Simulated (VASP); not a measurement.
A run of VASP 6.6.1 is set up as follows.

Contents of INCAR:

```
  PREC = Accurate
  ENCUT = 520
  EDIFF = 1E-6
  ISMEAR = 0
  SIGMA = 0.05
  LREAL = False
  LASPH = True
  NELM = 80
  ALGO = Normal
  ISIF = 2
  LWAVE = False
  LCHARG = False
  GGA = PE
  NBANDS = 11
```

File KPOINTS:

```
Automatic mesh
0
Gamma
  12 12 12
```

Contents of POSCAR:

```
C
1.0
    0.0000000000      2.1005978199      1.6920862354
    1.5648449222      0.0000000000      1.6920862354
    1.5648449222      2.1005978199      0.0000000000
C
2
Direct
    0.5000000000      0.5000000000      0.5000000000
    0.7500000000      0.7500000000      0.7500000000
```

Potentials or basis: VASP PAW PBE potentials, release 64 (C).

Command:

```console
$ cat potpaw_PBE.64/C/POTCAR > POTCAR
$ mpirun -np 1 vasp_std > vasp.out
```

Task: Estimate the band gap on the k mesh.

Result: Zero (band 4 reaches 12.09 eV, above the bottom of band 5 at 11.73 eV).

Task: What does it give for the pressure?

Result: 14.1 GPa.

Stress tensor (GPa, compression positive):
```
 128.34    0.00    0.00
   0.00 -180.77    0.00
   0.00    0.00   94.61
```

Caveat: the cell differs from its parent crystal (strain +e along x and -e along y -0.1500, strain +e along z and -e/2 along x and y -0.0525).
